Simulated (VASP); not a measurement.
# Sr (Fm-3m) in VASP: further runs

The runs below take Sr through single point, with PBE.

Everything below comes from runs of VASP 6.6.1. Logs are shortened: lines on timing, memory, paths and dates and some standing lists are left out, and cuts for length are marked.

### 1 The cell of the first run

Symmetry: Fm-3m, No. 225, cubic system. Conventional cell: a = 4.627 Å, b = 4.627 Å, c = 4.627 Å, α = 90.00°, β = 90.00°, γ = 90.00°. Sr (site symmetry m-3m) has 12 Sr at 3.27 Å within 4.3 Å.

### 2 Single point, PBE (volume scaled by 0.45)

Input file INCAR:

```
  PREC = Accurate
  ENCUT = 520
  EDIFF = 1E-6
  ISMEAR = -1
  SIGMA = 0.08
  LREAL = F
  LASPH = T
  NELM = 60
  ALGO = Normal
  ISIF = 2
  LWAVE = F
  LCHARG = T
  GGA = PE
  LELF = T
  LVHAR = T
  NBANDS = 11
```

Input file KPOINTS:

```
regular mesh
0
Gamma
  12 12 12
```

Input file POSCAR:

```
Sr
1.0
    0.0000000000      2.3135931038      2.3135931038
    2.3135931038      0.0000000000      2.3135931038
    2.3135931038      2.3135931038      0.0000000000
Sr
1
Direct
    0.0000000000      0.0000000000      0.0000000000
```

Potentials or basis: VASP PAW PBE potentials, release 64 (Sr_sv).

On the command line:

```sh
$ cat potpaw_PBE.64/Sr_sv/POTCAR > POTCAR
$ mpirun -np 1 vasp_std > vasp.out
```

OUTCAR:

```text
PREC = Accurate
   ENCUT = 520
   EDIFF = 1E-6
   ISMEAR = -1
   LREAL = F
   LASPH = T
   NELM = 60
   ISIF = 2
   GGA = PE

 ion  position               nearest neighbor table
   1  0.000  0.000  0.000-

  LATTYP: Found a face centered cubic cell.
 ALAT       =     4.6271862076

  Lattice vectors:

 A1 = (   0.0000000000,   2.3135931038,   2.3135931038)
 A2 = (   2.3135931038,   0.0000000000,   2.3135931038)
 A3 = (   2.3135931038,   2.3135931038,   0.0000000000)

Analysis of symmetry for initial positions (statically):
=====================================================================
 Subroutine PRICEL returns:
 Original cell was already a primitive cell.

 Routine SETGRP: Setting up the symmetry group for a
 face centered cubic supercell.

 Subroutine GETGRP returns: Found 48 space group operations
 (whereof 48 operations were pure point group operations)
 out of a pool of 48 trial point group operations.

The static configuration has the point symmetry O_h .

Analysis of symmetry for dynamics (positions and initial velocities):
=====================================================================
 Subroutine PRICEL returns:
 Original cell was already a primitive cell.

 Routine SETGRP: Setting up the symmetry group for a
 face centered cubic supercell.

 Subroutine GETGRP returns: Found 48 space group operations
 (whereof 48 operations were pure point group operations)
 out of a pool of 48 trial point group operations.

The dynamic configuration has the point symmetry O_h .

 Subroutine INISYM returns: Found 48 space group operations
 (whereof 48 operations are pure point group operations),
 and found     1 'primitive' translations

----------------------------------------------------------------------------------------

                                     Primitive cell

  volume of cell :      24.7680

  direct lattice vectors                    reciprocal lattice vectors
     0.000000000  2.313593104  2.313593104    -0.216114060  0.216114060  0.216114060
     2.313593104  0.000000000  2.313593104     0.216114060 -0.216114060  0.216114060
     2.313593104  2.313593104  0.000000000     0.216114060  0.216114060 -0.216114060

  length of vectors
     3.271914745  3.271914745  3.271914745     0.374320533  0.374320533  0.374320533

  position of ions in fractional coordinates (direct lattice)
     0.000000000  0.000000000  0.000000000

  ion indices of the primitive-cell ions
   primitive index   ion index
                 1           1

----------------------------------------------------------------------------------------

 KPOINTS: regular mesh

Automatic generation of k-mesh.
 Grid dimensions read from file:
 generate k-points for:   12   12   12

 Generating k-lattice:

  Cartesian coordinates                     Fractional coordinates (reciprocal lattice)
    -0.018009505  0.018009505  0.018009505     0.083333333  0.000000000  0.000000000
     0.018009505 -0.018009505  0.018009505     0.000000000  0.083333333  0.000000000
     0.018009505  0.018009505 -0.018009505     0.000000000  0.000000000  0.083333333

  Length of vectors
     0.031193378  0.031193378  0.031193378

  Shift w.r.t. Gamma in fractional coordinates (k-lattice)
     0.000000000  0.000000000  0.000000000

 Subroutine IBZKPT returns following result:
 ===========================================

 Found     72 irreducible k-points:

 Following reciprocal coordinates:
            Coordinates               Weight
  0.000000  0.000000  0.000000      1.000000
  0.083333  0.000000  0.000000      8.000000
  0.166667  0.000000  0.000000      8.000000
  0.250000  0.000000  0.000000      8.000000
  0.333333  0.000000  0.000000      8.000000
  0.416667  0.000000  0.000000      8.000000
[... 16 lines left out ...]
  0.500000  0.166667  0.000000     24.000000
 -0.416667  0.166667  0.000000     24.000000
 [... further k-points ...]
   k-points           NKPTS =     72   k-points in BZ     NKDIM =     72   number of bands    NBANDS=     11
   number of dos      NEDOS =    301   number of ions     NIONS =      1
   total plane-waves  NPLWV =  13824
   dimension x,y,z NGX =    24 NGY =   24 NGZ =   24
   dimension x,y,z NGXF=    48 NGYF=   48 NGZF=   48
   ions per type =               1
   NGX,Y,Z   is equivalent  to a cutoff of  12.19, 12.19, 12.19 a.u.
   NGXF,Y,Z  is equivalent  to a cutoff of  24.39, 24.39, 24.39 a.u.
 SYSTEM =  unknown system
   PREC   = accura    normal or accurate (medium, high low for compatibility)
   ISTART =      0    job   : 0-new  1-cont  2-samecut
   ICHARG =      2    charge: 1-file 2-atom 10-const
   ISPIN  =      1    spin polarized calculation?
   LNONCOLLINEAR =      F non collinear calculations
   LSORBIT =      F    spin-orbit coupling
   LASPH  =      T    aspherical Exc in radial PAW
   ENCUT  =  520.0 eV  38.22 Ry    6.18 a.u.   6.08  6.08  6.08*2*pi/ulx,y,z
   NELM   =     60;   NELMIN=  2; NELMDL= -5     # of ELM steps
   EDIFF  = 0.1E-05   stopping-criterion for ELM
   LREAL  =      F    real-space projection
   EDIFFG = 0.1E-04   stopping-criterion for IOM
   NSW    =      0    number of steps for IOM
   IBRION =     -1    ionic relax: 0-MD 1-quasi-New 2-CG
   NFREE  =      0    steps in history (QN), initial steepest desc. (CG)
   ISIF   =      2    stress and relaxation
   ISYM   =      2    0-nonsym 1-usesym 2-fastsym
   POTIM  = 0.5000    time-step for ionic-motion
   TEBEG  =    0.0;   TEEND  =   0.0 temperature during run
   PSTRESS=    0.0 pullay stress
   NELECT =      10.0000    total number of electrons
   NUPDOWN=      -1.0000    fix difference up-down
   EMIN   =  10.00;   EMAX   =-10.00  energy-range for DOS
   EFERMI =   0.00;   METHOD = LEGACY
   ISMEAR =    -1;   SIGMA  =   0.08  broadening in eV -4-tet -1-fermi 0-gaus
   EFERMI_NEDOS =   21; number of points for ismear=-14 and -15
   IALGO  =     38    algorithm
   IMIX   =      4    mixing-type and parameters
     AMIX     =   0.40;   BMIX     =  1.00
     AMIX_MAG =   1.60;   BMIX_MAG =  1.00
  volume/ion in A,a.u.               =      24.77       167.14
  Fermi-wavevector in a.u.,A,eV,Ry     =   1.209979  2.286529 19.919600  1.464049
  Thomas-Fermi vector in A             =   2.345540
   LORBIT       =      0    0 simple, 1 ext, 2 COOP (PROOUT), +10 PAW based schemes
   GGA     = PE    functional components
   LHFCALC =     F    Hartree Fock is set to
   AEXX    =    0.0000 exact exchange contribution
   IVDW    =     0    specifies the selected vdW correction
   LEPSILON=     F    determine dielectric tensor
   LRPA    =     F    only Hartree local field effects (RPA)
 non-spin polarized calculation
  energy-cutoff  :      520.00
  volume of cell :       24.77
 maximum number of plane-waves:       692
   NGX = 13   NGY = 13   NGZ = 13

 number of electron      10.0000000 magnetization

 Free energy of the ion-electron system (eV)
  ---------------------------------------------------
  ext. energy  EPLUGINS =         0.00000000
  ---------------------------------------------------
  free energy    TOTEN  =         0.02042513 eV

  energy without entropy =        0.04466111  energy(sigma->0) =        0.03254312

 E-fermi :   5.1366     XC(G=0): -10.2773

 val. band max:        5.1240221002   @ k =  -0.4167   0.3333   0.1667
 cond. band min:       5.1747128282   @ k =  -0.3333   0.2500   0.0833
 fundamental gap:      0.0506907279
 Fermi energy:         5.1366422802

 k-point     1 :       0.0000    0.0000    0.0000
  band No.  band energies     occupation
      1     -30.5131      2.00000
      2     -11.4509      2.00000
      3     -11.4509      2.00000
      4     -11.4509      2.00000
      5       1.2668      2.00000
      6       8.3776      0.00000
      7       8.3776      0.00000
      8       8.3776      0.00000
      9      11.7027      0.00000
     10      11.7027      0.00000
     11      15.2679      0.00000

 k-point     2 :       0.0833    0.0000    0.0000
  band No.  band energies     occupation
      1     -30.4885      2.00000
      2     -11.6255      2.00000
      3     -11.4692      2.00000
      4     -11.4692      2.00000
      5       1.5484      2.00000
      6       8.0544      0.00000
      7       8.5041      0.00000
      8       8.5041      0.00000
      9      11.4925      0.00000
     10      11.4925      0.00000
     11      15.9055      0.00000

 k-point     3 :       0.1667    0.0000    0.0000
  band No.  band energies     occupation
      1     -30.4204      2.00000
      2     -12.0768      2.00000
      3     -11.5184      2.00000
      4     -11.5184      2.00000
      5       2.2755      2.00000
      6       7.4385      0.00000
      7       8.7456      0.00000
      8       8.7456      0.00000
      9      11.1972      0.00000
     10      11.1972      0.00000
     11      16.5726      0.00000

 k-point     4 :       0.2500    0.0000    0.0000
  band No.  band energies     occupation
      1     -30.3254      2.00000
      2     -12.6448      2.00000
      3     -11.5843      2.00000
      4     -11.5843      2.00000
      5       3.1062      2.00000
      6       7.0883      0.00000
      7       8.7118      0.00000
      8       8.7118      0.00000
      9      11.4859      0.00000
     10      11.4859      0.00000
     11      15.6793      0.00000
[... 239 lines left out ...]
 k-point    22 :       0.4167    0.1667    0.0000
  band No.  band energies     occupation
      1     -30.1488      2.00000
      2     -13.2287      2.00000
      3     -11.9568      2.00000
      4     -11.8469      2.00000
      5       4.3337      1.99991
      6       6.3697      0.00000
      7       7.5421      0.00000
      8       9.2567      0.00000
      9      12.7590      0.00000
     10      14.0979      0.00000
     11      17.1321      0.00000

 k-point    23 :       0.5000    0.1667    0.0000
  band No.  band energies     occupation
      1     -30.0971      2.00000
      2     -13.4458      2.00000
      3     -12.0752      2.00000
      4     -11.8410      2.00000
      5       4.4684      1.99953
      6       6.3491      0.00000
      7       8.0167      0.00000
      8       8.9533      0.00000
      9      14.0240      0.00000
     10      14.3280      0.00000
     11      17.2280      0.00000

 k-point    24 :      -0.4167    0.1667    0.0000
  band No.  band energies     occupation
      1     -30.0902      2.00000
      2     -13.4658      2.00000
      3     -12.1502      2.00000
      4     -11.7935      2.00000
      5       4.5805      1.99809
      6       6.3907      0.00000
      7       8.1489      0.00000
      8       8.8061      0.00000
      9      13.3949      0.00000
     10      14.8606      0.00000
     11      17.1320      0.00000

 [... further k-points ...]
[... 5 lines left out ...]
  --------------------------------------------------------------------------------------
  -------------------------------------------------------------------------------------
  Total        4.4984051      4.4984051      4.4984051     -0.0000000     -0.0000000      0.0000000
  in kB      290.9900981    290.9900981    290.9900981     -0.0000000     -0.0000000      0.0000000
  external PRESSURE =     290.9900981 kB  Pullay stress =       0.0000000 kB

 VOLUME and BASIS-vectors are now :
 -----------------------------------------------------------------------------
  energy-cutoff  :      520.00
  volume of cell :       24.77
      direct lattice vectors                 reciprocal lattice vectors
     0.000000000  2.313593104  2.313593104    -0.216114060  0.216114060  0.216114060
     2.313593104  0.000000000  2.313593104     0.216114060 -0.216114060  0.216114060
     2.313593104  2.313593104  0.000000000     0.216114060  0.216114060 -0.216114060

 POSITION                                       TOTAL-FORCE (eV/Angst)
 -----------------------------------------------------------------------------------
      0.00000      0.00000      0.00000        -0.000000      0.000000      0.000000
 -----------------------------------------------------------------------------------
    total drift:                                0.000000      0.000000     -0.000000

  FREE ENERGIE OF THE ION-ELECTRON SYSTEM (eV)
  ---------------------------------------------------
  free  energy   TOTEN  =         0.0204251333 eV

  energy  without entropy=        0.0446611090  energy(sigma->0) =        0.03254312
```

Run time: 4.9 s. Hardware: 1 thread of Intel Xeon 6975P-C (Granite Rapids), shared host; peak memory 0.15 GiB.

What came out:

```
Free energy            : 0.0204 eV
Pressure               : 29.1 GPa
Band gap on the k mesh : zero (band 5 reaches 5.61 eV, above the bottom of band 6 at 4.31 eV)
```

Levels at points of the mesh, in eV from the Fermi level:
| k point | band 3 | band 4 | band 5 | band 6 | band 7 | band 8 |
| --- | --- | --- | --- | --- | --- | --- |
| (0.00, 0.00, 0.00) | -16.59 | -16.59 | -3.87 | 3.24 | 3.24 | 3.24 |
| (0.50, 0.00, 0.00) | -16.85 | -16.85 | -1.48 | 2.86 | 2.86 | 3.27 |
| (0.50, 0.50, 0.00) | -17.34 | -17.34 | -2.02 | -0.83 | 5.52 | 9.15 |

### 3 Single point, PBE (volume scaled by 0.45)

Input file INCAR:

```
SYSTEM = Sr
PREC = Accurate
ENCUT = 520
EDIFF = 1E-6
ISMEAR = -1
SIGMA = 0.08
LREAL = .False.
LASPH = .True.
NELM = 60
ALGO = Normal
ISIF = 2
LWAVE = .False.
LCHARG = .False.
GGA = PE
NBANDS = 11
```

Input file KPOINTS:

```
regular mesh
0
Gamma
  12 12 12
  0 0 0
```

POSCAR is that of step 2.

Potentials or basis: VASP PAW PBE potentials, release 64 (Sr_sv).

On the command line:

```sh
$ cat potpaw_PBE.64/Sr_sv/POTCAR > POTCAR
$ mpirun -np 1 vasp_std > vasp.out
```

OUTCAR:

```text
SYSTEM = Sr
   PREC = Accurate
   ENCUT = 520
   EDIFF = 1E-6
   ISMEAR = -1
   LREAL = .False.
   LASPH = .True.
   NELM = 60
   ISIF = 2
   GGA = PE

 ion  position               nearest neighbor table
   1  0.000  0.000  0.000-

  LATTYP: Found a face centered cubic cell.
 ALAT       =     4.6271862076

  Lattice vectors:

 A1 = (   0.0000000000,   2.3135931038,   2.3135931038)
 A2 = (   2.3135931038,   0.0000000000,   2.3135931038)
 A3 = (   2.3135931038,   2.3135931038,   0.0000000000)

Analysis of symmetry for initial positions (statically):
=====================================================================
 Subroutine PRICEL returns:
 Original cell was already a primitive cell.

 Routine SETGRP: Setting up the symmetry group for a
 face centered cubic supercell.

 Subroutine GETGRP returns: Found 48 space group operations
 (whereof 48 operations were pure point group operations)
 out of a pool of 48 trial point group operations.

The static configuration has the point symmetry O_h .

Analysis of symmetry for dynamics (positions and initial velocities):
=====================================================================
 Subroutine PRICEL returns:
 Original cell was already a primitive cell.

 Routine SETGRP: Setting up the symmetry group for a
 face centered cubic supercell.

 Subroutine GETGRP returns: Found 48 space group operations
 (whereof 48 operations were pure point group operations)
 out of a pool of 48 trial point group operations.

The dynamic configuration has the point symmetry O_h .

 Subroutine INISYM returns: Found 48 space group operations
 (whereof 48 operations are pure point group operations),
 and found     1 'primitive' translations

----------------------------------------------------------------------------------------

                                     Primitive cell

  volume of cell :      24.7680

[... 104 lines left out ...]
   IMIX   =      4    mixing-type and parameters
     AMIX     =   0.40;   BMIX     =  1.00
     AMIX_MAG =   1.60;   BMIX_MAG =  1.00
  volume/ion in A,a.u.               =      24.77       167.14
  Fermi-wavevector in a.u.,A,eV,Ry     =   1.209979  2.286529 19.919600  1.464049
  Thomas-Fermi vector in A             =   2.345540
   LORBIT       =      0    0 simple, 1 ext, 2 COOP (PROOUT), +10 PAW based schemes
   GGA     = PE    functional components
   LHFCALC =     F    Hartree Fock is set to
   AEXX    =    0.0000 exact exchange contribution
   IVDW    =     0    specifies the selected vdW correction
   LEPSILON=     F    determine dielectric tensor
   LRPA    =     F    only Hartree local field effects (RPA)
 non-spin polarized calculation
  energy-cutoff  :      520.00
  volume of cell :       24.77
 maximum number of plane-waves:       692
   NGX = 13   NGY = 13   NGZ = 13

 number of electron      10.0000000 magnetization

 Free energy of the ion-electron system (eV)
  ---------------------------------------------------
  ext. energy  EPLUGINS =         0.00000000
  ---------------------------------------------------
  free energy    TOTEN  =         0.02042513 eV

  energy without entropy =        0.04466111  energy(sigma->0) =        0.03254312

 E-fermi :   5.1366     XC(G=0): -10.2773

 val. band max:        5.1240221002   @ k =  -0.4167   0.3333   0.1667
 cond. band min:       5.1747128282   @ k =  -0.3333   0.2500   0.0833
 fundamental gap:      0.0506907279
 Fermi energy:         5.1366422802

 k-point     1 :       0.0000    0.0000    0.0000
  band No.  band energies     occupation
      1     -30.5131      2.00000
      2     -11.4509      2.00000
      3     -11.4509      2.00000
      4     -11.4509      2.00000
      5       1.2668      2.00000
      6       8.3776      0.00000
      7       8.3776      0.00000
      8       8.3776      0.00000
      9      11.7027      0.00000
     10      11.7027      0.00000
     11      15.2679      0.00000
[... 309 lines left out ...]
 k-point    24 :      -0.4167    0.1667    0.0000
  band No.  band energies     occupation
      1     -30.0902      2.00000
      2     -13.4658      2.00000
      3     -12.1502      2.00000
      4     -11.7935      2.00000
      5       4.5805      1.99809
      6       6.3907      0.00000
      7       8.1489      0.00000
      8       8.8061      0.00000
      9      13.3949      0.00000
     10      14.8606      0.00000
     11      17.1320      0.00000

 [... further k-points ...]
[... 5 lines left out ...]
  --------------------------------------------------------------------------------------
  -------------------------------------------------------------------------------------
  Total        4.4984051      4.4984051      4.4984051     -0.0000000     -0.0000000      0.0000000
  in kB      290.9900981    290.9900981    290.9900981     -0.0000000     -0.0000000      0.0000000
  external PRESSURE =     290.9900981 kB  Pullay stress =       0.0000000 kB

 VOLUME and BASIS-vectors are now :
 -----------------------------------------------------------------------------
  energy-cutoff  :      520.00
  volume of cell :       24.77
      direct lattice vectors                 reciprocal lattice vectors
     0.000000000  2.313593104  2.313593104    -0.216114060  0.216114060  0.216114060
     2.313593104  0.000000000  2.313593104     0.216114060 -0.216114060  0.216114060
     2.313593104  2.313593104  0.000000000     0.216114060  0.216114060 -0.216114060

 POSITION                                       TOTAL-FORCE (eV/Angst)
 -----------------------------------------------------------------------------------
      0.00000      0.00000      0.00000        -0.000000      0.000000      0.000000
 -----------------------------------------------------------------------------------
    total drift:                                0.000000      0.000000     -0.000000

  FREE ENERGIE OF THE ION-ELECTRON SYSTEM (eV)
  ---------------------------------------------------
  free  energy   TOTEN  =         0.0204251333 eV

  energy  without entropy=        0.0446611090  energy(sigma->0) =        0.03254312
```

OSZICAR:

```text
N       E                     dE             d eps       ncg     rms          rms(c)
DAV:   1     0.348773718378E+02    0.34877E+02   -0.56279E+03  1584   0.884E+02
DAV:   2     0.949679320315E+00   -0.33928E+02   -0.33179E+02  1955   0.167E+02
DAV:   3    -0.198564625314E-01   -0.96954E+00   -0.95805E+00  2106   0.211E+01
DAV:   4    -0.434491860658E-01   -0.23593E-01   -0.23524E-01  1930   0.311E+00
DAV:   5    -0.444938935727E-01   -0.10447E-02   -0.10445E-02  2119   0.424E-01    0.178E+01
DAV:   6     0.535990626668E-02    0.49854E-01   -0.46690E-02  2137   0.126E+00    0.105E+01
DAV:   7     0.205635548608E-01    0.15204E-01   -0.66824E-02  2297   0.137E+00    0.792E-01
DAV:   8     0.203940090634E-01   -0.16955E-03   -0.38058E-03  1771   0.490E-01    0.192E-01
DAV:   9     0.204242480430E-01    0.30239E-04   -0.83413E-05  2194   0.765E-02    0.602E-02
DAV:  10     0.204251332788E-01    0.88524E-06   -0.94767E-06  2037   0.335E-02
   1 F= 0.20425133E-01 E0= 0.32543121E-01  d E =-.242360E-01
```

Run time: 4.6 s. Hardware: 1 thread of Intel Xeon 6975P-C (Granite Rapids), shared host; peak memory 0.15 GiB.

What came out:

- Free energy: 0.0204 eV
- Pressure: 29.1 GPa
- Band gap on the k mesh: zero (band 5 reaches 5.61 eV, above the bottom of band 6 at 4.31 eV)

(Part 1 of 2 ends here.)
